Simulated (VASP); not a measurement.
# Cd3Br2 (R-3m) in VASP: a series of runs

The runs below take Cd3Br2 through single point, with PBE.

Everything below comes from runs of VASP 6.6.1. Logs are shortened: lines on timing, memory, paths and dates and some standing lists are left out, and cuts for length are marked.

### 1 The cell of the first run

The structure is trigonal, space group R-3m (No. 166). The conventional cell has a = 4.044 Å, b = 4.044 Å, c = 28.118 Å, α = 90.00°, β = 90.00°, γ = 120.00°. Within 4.2 Å of Cd (site symmetry -3m) lie 6 Br at 2.99 Å and 12 Cd at 4.04 to 4.19 Å. Within 3.7 Å of Cd (site symmetry 3m) lie 3 Br at 2.83 Å and 3 Cd at 3.35 Å. Br (site symmetry 3m) has 6 Cd at 2.83 to 2.99 Å within 3.7 Å.

### 2 Single point, PBE

Input file INCAR:

```
  PREC = Accurate
  ENCUT = 520
  EDIFF = 1E-6
  ISMEAR = 0
  SIGMA = 0.1
  LREAL = False
  LASPH = True
  NELM = 100
  ALGO = Normal
  ISIF = 2
  LWAVE = False
  LCHARG = False
  GGA = PE
  NBANDS = 33
```

Input file KPOINTS:

```
Automatic mesh
0
Gamma
  6 6 6
```

Input file POSCAR:

```
Cd3Br2
1.0
    2.0219622328      1.1673804394      9.3728206005
   -2.0219622328      1.1673804394      9.3728206005
    0.0000000000     -2.3347608787      9.3728206005
Cd Br
3 2
Direct
    0.0000000000      0.0000000000      0.0000000000
    0.2095000000      0.2095000000      0.2095000000
    0.7905000000      0.7905000000      0.7905000000
    0.4000000000      0.4000000000      0.4000000000
    0.6000000000      0.6000000000      0.6000000000
```

Potentials or basis: VASP PAW PBE potentials, release 64 (Cd, Br).

Run with:

```console
$ cat potpaw_PBE.64/Cd/POTCAR potpaw_PBE.64/Br/POTCAR > POTCAR
$ mpirun -np 1 vasp_std > vasp.out
```

OUTCAR:

```text
PREC = Accurate
   ENCUT = 520
   EDIFF = 1E-6
   ISMEAR = 0
   LREAL = False
   LASPH = True
   NELM = 100
   ISIF = 2
   GGA = PE

 ion  position               nearest neighbor table
   1  0.000  0.000  0.000-   5 2.99   4 2.99   5 2.99   5 2.99   4 2.99   4 2.99
   2  0.209  0.209  0.209-   5 2.83   5 2.83   5 2.83   3 3.35   3 3.35   3 3.35
   3  0.791  0.791  0.791-   4 2.83   4 2.83   4 2.83   2 3.35   2 3.35   2 3.35
   4  0.400  0.400  0.400-   3 2.83   3 2.83   3 2.83   1 2.99   1 2.99   1 2.99
   5  0.600  0.600  0.600-   2 2.83   2 2.83   2 2.83   1 2.99   1 2.99   1 2.99

  LATTYP: Found a trigonal (rhomboedric) cell.
 ALAT       =     9.6592377738
 COS(alpha) =     0.9123624232

  Lattice vectors:

 A1 = (   2.0219622328,   1.1673804394,   9.3728206005)
 A2 = (  -2.0219622328,   1.1673804394,   9.3728206005)
 A3 = (   0.0000000000,  -2.3347608787,   9.3728206005)

Analysis of symmetry for initial positions (statically):
=====================================================================
 Subroutine PRICEL returns:
 Original cell was already a primitive cell.

 Routine SETGRP: Setting up the symmetry group for a
 trigonal (rhombohedral) supercell.

 Subroutine GETGRP returns: Found 12 space group operations
 (whereof 12 operations were pure point group operations)
 out of a pool of 12 trial point group operations.

The static configuration has the point symmetry D_3d.

Analysis of symmetry for dynamics (positions and initial velocities):
=====================================================================
 Subroutine PRICEL returns:
 Original cell was already a primitive cell.

 Routine SETGRP: Setting up the symmetry group for a
 trigonal (rhombohedral) supercell.

 Subroutine GETGRP returns: Found 12 space group operations
 (whereof 12 operations were pure point group operations)
 out of a pool of 12 trial point group operations.

The dynamic configuration has the point symmetry D_3d.

 Subroutine INISYM returns: Found 12 space group operations
 (whereof 12 operations are pure point group operations),
 and found     1 'primitive' translations

----------------------------------------------------------------------------------------

                                     Primitive cell

  volume of cell :     132.7416

  direct lattice vectors                    reciprocal lattice vectors
     2.021962233  1.167380439  9.372820601     0.247284540  0.142769796  0.035563823
    -2.021962233  1.167380439  9.372820601    -0.247284540  0.142769796  0.035563823
     0.000000000 -2.334760879  9.372820601     0.000000000 -0.285539591  0.035563823

  length of vectors
     9.659237774  9.659237774  9.659237774     0.287745797  0.287745797  0.287745797

  position of ions in fractional coordinates (direct lattice)
     0.000000000  0.000000000  0.000000000
     0.209500000  0.209500000  0.209500000
     0.790500000  0.790500000  0.790500000
     0.400000000  0.400000000  0.400000000
     0.600000000  0.600000000  0.600000000

  ion indices of the primitive-cell ions
   primitive index   ion index
                 1           1
                 2           2
                 3           3
                 4           4
                 5           5

----------------------------------------------------------------------------------------

 KPOINTS: Automatic mesh

Automatic generation of k-mesh.
 Grid dimensions read from file:
 generate k-points for:    6    6    6

 Generating k-lattice:

  Cartesian coordinates                     Fractional coordinates (reciprocal lattice)
     0.041214090  0.023794966  0.005927304     0.166666667  0.000000000 -0.000000000
    -0.041214090  0.023794966  0.005927304     0.000000000  0.166666667 -0.000000000
     0.000000000 -0.047589932  0.005927304     0.000000000  0.000000000  0.166666667

  Length of vectors
     0.047957633  0.047957633  0.047957633

  Shift w.r.t. Gamma in fractional coordinates (k-lattice)
     0.000000000  0.000000000  0.000000000

 Subroutine IBZKPT returns following result:
 ===========================================

 Found     32 irreducible k-points:

 Following reciprocal coordinates:
            Coordinates               Weight
  0.000000  0.000000  0.000000      1.000000
  0.166667 -0.000000 -0.000000      6.000000
  0.333333 -0.000000 -0.000000      6.000000
  0.500000 -0.000000 -0.000000      3.000000
  0.166667  0.166667 -0.000000      6.000000
  0.333333  0.166667 -0.000000     12.000000
[... 16 lines left out ...]
  0.500000  0.500000  0.166667      6.000000
 -0.333333  0.500000  0.166667     12.000000
 [... further k-points ...]
   k-points           NKPTS =     32   k-points in BZ     NKDIM =     32   number of bands    NBANDS=     33
   number of dos      NEDOS =    301   number of ions     NIONS =      5
   total plane-waves  NPLWV = 373248
   dimension x,y,z NGX =    72 NGY =   72 NGZ =   72
   dimension x,y,z NGXF=   144 NGYF=  144 NGZF=  144
   ions per type =               3   2
   NGX,Y,Z   is equivalent  to a cutoff of  12.39, 12.39, 12.39 a.u.
   NGXF,Y,Z  is equivalent  to a cutoff of  24.78, 24.78, 24.78 a.u.
 SYSTEM =  unknown system
   PREC   = accura    normal or accurate (medium, high low for compatibility)
   ISTART =      0    job   : 0-new  1-cont  2-samecut
   ICHARG =      2    charge: 1-file 2-atom 10-const
   ISPIN  =      1    spin polarized calculation?
   LNONCOLLINEAR =      F non collinear calculations
   LSORBIT =      F    spin-orbit coupling
   LASPH  =      T    aspherical Exc in radial PAW
   ENCUT  =  520.0 eV  38.22 Ry    6.18 a.u.  17.96 17.96 17.96*2*pi/ulx,y,z
   NELM   =    100;   NELMIN=  2; NELMDL= -5     # of ELM steps
   EDIFF  = 0.1E-05   stopping-criterion for ELM
   LREAL  =      F    real-space projection
   EDIFFG = 0.1E-04   stopping-criterion for IOM
   NSW    =      0    number of steps for IOM
   IBRION =     -1    ionic relax: 0-MD 1-quasi-New 2-CG
   NFREE  =      0    steps in history (QN), initial steepest desc. (CG)
   ISIF   =      2    stress and relaxation
   ISYM   =      2    0-nonsym 1-usesym 2-fastsym
   POTIM  = 0.5000    time-step for ionic-motion
   TEBEG  =    0.0;   TEEND  =   0.0 temperature during run
   PSTRESS=    0.0 pullay stress
   NELECT =      50.0000    total number of electrons
   NUPDOWN=      -1.0000    fix difference up-down
   EMIN   =  10.00;   EMAX   =-10.00  energy-range for DOS
   EFERMI =   0.00;   METHOD = LEGACY
   ISMEAR =     0;   SIGMA  =   0.10  broadening in eV -4-tet -1-fermi 0-gaus
   EFERMI_NEDOS =   21; number of points for ismear=-14 and -15
   IALGO  =     38    algorithm
   IMIX   =      4    mixing-type and parameters
     AMIX     =   0.40;   BMIX     =  1.00
     AMIX_MAG =   1.60;   BMIX_MAG =  1.00
  volume/ion in A,a.u.               =      26.55       179.16
  Fermi-wavevector in a.u.,A,eV,Ry     =   1.182304  2.234231 19.018806  1.397843
  Thomas-Fermi vector in A             =   2.318561
   LORBIT       =      0    0 simple, 1 ext, 2 COOP (PROOUT), +10 PAW based schemes
   GGA     = PE    functional components
   LHFCALC =     F    Hartree Fock is set to
   AEXX    =    0.0000 exact exchange contribution
   IVDW    =     0    specifies the selected vdW correction
   LEPSILON=     F    determine dielectric tensor
   LRPA    =     F    only Hartree local field effects (RPA)
 non-spin polarized calculation
 Gauss-broadening in eV      SIGMA  =   0.10
  energy-cutoff  :      520.00
  volume of cell :      132.74
 maximum number of plane-waves:      3604
   NGX = 35   NGY = 35   NGZ = 35

 number of electron      50.0000000 magnetization

 Free energy of the ion-electron system (eV)
  ---------------------------------------------------
  ext. energy  EPLUGINS =         0.00000000
  ---------------------------------------------------
  free energy    TOTEN  =        -6.28032321 eV

  energy without entropy =       -6.26769968  energy(sigma->0) =       -6.27401145

 E-fermi :   2.8437     XC(G=0):  -9.5130

 val. band max:        2.8381528222   @ k =  -0.3333   0.1667   0.1667
 cond. band min:       2.8903269962   @ k =  -0.3333   0.3333   0.1667
 fundamental gap:      0.0521741740
 Fermi energy:         2.8436982477

 k-point     1 :       0.0000    0.0000    0.0000
  band No.  band energies     occupation
      1     -14.1182      2.00000
      2     -13.9914      2.00000
      3      -6.3107      2.00000
      4      -6.3107      2.00000
      5      -6.1986      2.00000
      6      -6.1255      2.00000
[... 25 lines left out ...]
     32       8.0525      0.00000
     33      10.6865      0.00000

 k-point     2 :       0.1667   -0.0000   -0.0000
  band No.  band energies     occupation
      1     -14.0430      2.00000
      2     -13.9406      2.00000
      3      -6.2839      2.00000
      4      -6.2747      2.00000
      5      -6.1793      2.00000
      6      -6.1488      2.00000
[... 25 lines left out ...]
     32       8.6561      0.00000
     33       9.0363      0.00000

 k-point     3 :       0.3333   -0.0000   -0.0000
  band No.  band energies     occupation
      1     -13.8844      2.00000
      2     -13.8369      2.00000
      3      -6.2827      2.00000
      4      -6.2764      2.00000
      5      -6.2035      2.00000
      6      -6.1445      2.00000
[... 25 lines left out ...]
     32       8.0269      0.00000
     33       8.5548      0.00000

 k-point     4 :       0.5000   -0.0000   -0.0000
  band No.  band energies     occupation
      1     -13.7943      2.00000
      2     -13.7901      2.00000
      3      -6.3088      2.00000
      4      -6.2342      2.00000
      5      -6.2227      2.00000
      6      -6.1946      2.00000
[... 673 lines left out ...]
     32       7.8032      0.00000
     33       8.2988      0.00000

 k-point    23 :       0.5000    0.5000    0.1667
  band No.  band energies     occupation
      1     -13.8833      2.00000
      2     -13.8380      2.00000
      3      -6.2845      2.00000
      4      -6.2664      2.00000
      5      -6.1849      2.00000
      6      -6.1540      2.00000
[... 25 lines left out ...]
     32       8.5862      0.00000
     33       8.8291      0.00000

 k-point    24 :      -0.3333    0.5000    0.1667
  band No.  band energies     occupation
      1     -13.8005      2.00000
      2     -13.7851      2.00000
      3      -6.2817      2.00000
      4      -6.2700      2.00000
      5      -6.1857      2.00000
      6      -6.1629      2.00000
[... 25 lines left out ...]
     32       7.5297      0.00000
     33       8.5264      0.00000

 [... further k-points ...]
[... 5 lines left out ...]
  --------------------------------------------------------------------------------------
  -------------------------------------------------------------------------------------
  Total        4.1662644      4.1662644      4.5966794      0.0000000      0.0000000      0.0000000
  in kB       50.2863834     50.2863834     55.4814490      0.0000000      0.0000000      0.0000000
  external PRESSURE =      52.0180719 kB  Pullay stress =       0.0000000 kB

 VOLUME and BASIS-vectors are now :
 -----------------------------------------------------------------------------
  energy-cutoff  :      520.00
  volume of cell :      132.74
      direct lattice vectors                 reciprocal lattice vectors
     2.021962233  1.167380439  9.372820601     0.247284540  0.142769796  0.035563823
    -2.021962233  1.167380439  9.372820601    -0.247284540  0.142769796  0.035563823
     0.000000000 -2.334760879  9.372820601     0.000000000 -0.285539591  0.035563823

 POSITION                                       TOTAL-FORCE (eV/Angst)
 -----------------------------------------------------------------------------------
      0.00000      0.00000      0.00000         0.000000     -0.000000     -0.000000
      0.00000      0.00000      5.89082         0.000000     -0.000000     -1.452070
      0.00000      0.00000     22.22764         0.000000      0.000000      1.452070
      0.00000      0.00000     11.24738         0.000000      0.000000      0.039977
      0.00000      0.00000     16.87108         0.000000     -0.000000     -0.039977
 -----------------------------------------------------------------------------------
    total drift:                               -0.000000      0.000000     -0.000000

  FREE ENERGIE OF THE ION-ELECTRON SYSTEM (eV)
  ---------------------------------------------------
  free  energy   TOTEN  =        -6.2803232091 eV

  energy  without entropy=       -6.2676996835  energy(sigma->0) =       -6.27401145
```

It took 13 min on 1 thread of Oxide Virtual Turin-like, shared host; peak memory 0.7 GiB.

Results:

* Free energy: -6.2803 eV
* Pressure: 5.2 GPa
* Largest force: 1.452 eV/Å
* Band gap on the k mesh: zero (bands 25 and 26 overlap by 0.16 eV)

Forces on the atoms (eV/Å):
```
Cd   0.000  0.000  0.000
Cd   0.000  0.000 -1.452
Cd   0.000  0.000  1.452
Br   0.000  0.000  0.040
Br   0.000  0.000 -0.040
```

Stress tensor (GPa, compression positive):
```
5.03 0.00 0.00
0.00 5.03 0.00
0.00 0.00 5.55
```

Levels at points of the mesh, in eV from the Fermi level:
```csv
k point,band 21,band 22,band 23,band 24,band 25,band 26,band 27,band 28,band 29,band 30
"(0.00, 0.00, 0.00)",-3.78,-3.78,-3.61,-3.61,-0.24,-0.19,3.41,3.87,4.77,4.77
"(0.50, 0.00, 0.00)",-4.40,-4.34,-4.03,-2.39,-0.71,0.08,1.25,2.99,3.03,4.22
"(0.50, 0.50, 0.00)",-4.58,-4.49,-3.93,-1.83,-1.66,0.59,1.19,3.09,3.34,3.56
"(0.50, 0.50, 0.50)",-3.80,-3.58,-3.58,-2.85,-2.12,1.23,2.36,4.42,4.42,5.29
```

Caveat: the cell stands under pressure; forces of over 1 eV/Å act on the atoms, so gaps and moduli don't describe the material at rest.

### 3 Single point, PBE

This run uses another cell than the first one, of 31.26 Å³/atom.

Input file INCAR:

```
SYSTEM = Cd3Br2
PREC = Accurate
ENCUT = 520
EDIFF = 1E-6
ISMEAR = 0
SIGMA = 0.1
LREAL = .FALSE.
LASPH = .TRUE.
NELM = 100
ALGO = Normal
ISIF = 2
LWAVE = .FALSE.
LCHARG = .TRUE.
GGA = PE
LELF = .TRUE.
LVHAR = .TRUE.
NBANDS = 33
```

Input file KPOINTS:

```
Automatic mesh
0
G
  6 6 6
  0 0 0
```

Input file POSCAR:

```
Cd3Br2
1.0
    1.9229637063      1.1102236135     12.2008946139
   -1.9229637063      1.1102236135     12.2008946139
    0.0000000000     -2.2204472269     12.2008946139
Cd Br
3 2
Direct
    0.0000000000      0.0000000000      0.0000000000
    0.1951293743      0.1951293743      0.1951293743
    0.8048706257      0.8048706257      0.8048706257
    0.4233854337      0.4233854337      0.4233854337
    0.5766145663      0.5766145663      0.5766145663
```

Potentials or basis: VASP PAW PBE potentials, release 64 (Cd, Br).

Run with:

```console
$ cat potpaw_PBE.64/Cd/POTCAR potpaw_PBE.64/Br/POTCAR > POTCAR
$ mpirun -np 1 vasp_std > vasp.out
```

It took 43 min on 1 thread of Oxide Virtual Turin-like, shared host; peak memory 1.5 GiB.

Results (log left out):

```
Free energy            : -7.3650 eV
Pressure               : 0.1 GPa
Largest force          : 0.007 eV/Å
Band gap on the k mesh : 0.31 eV
```

Forces in eV/Å, atoms in the order of the input:
```
Cd   0.000  0.000  0.000
Cd   0.000  0.000  0.007
Cd   0.000  0.000 -0.007
Br   0.000  0.000  0.004
Br   0.000  0.000 -0.004
```

Stress tensor (GPa, compression positive):
```
0.16 0.00 0.00
0.00 0.16 0.00
0.00 0.00 0.00
```

Levels at points of the mesh, in eV from the valence-band top:
```tsv
k point	band 21	band 22	band 23	band 24	band 25	band 26	band 27	band 28	band 29	band 30
(0.00, 0.00, 0.00)	-1.69	-1.69	-1.66	-1.66	-1.45	1.19	4.00	4.01	6.83	6.83
(0.50, 0.00, 0.00)	-2.99	-2.35	-2.20	-1.27	0.00	0.31	1.70	2.99	3.86	5.01
(0.50, 0.50, 0.00)	-3.03	-2.36	-2.20	-1.23	-0.26	0.62	1.63	3.19	3.61	4.98
(0.50, 0.50, 0.50)	-2.24	-1.70	-1.70	-1.66	-1.66	1.94	2.81	4.68	6.82	6.82
```

A k mesh can miss the band edges.
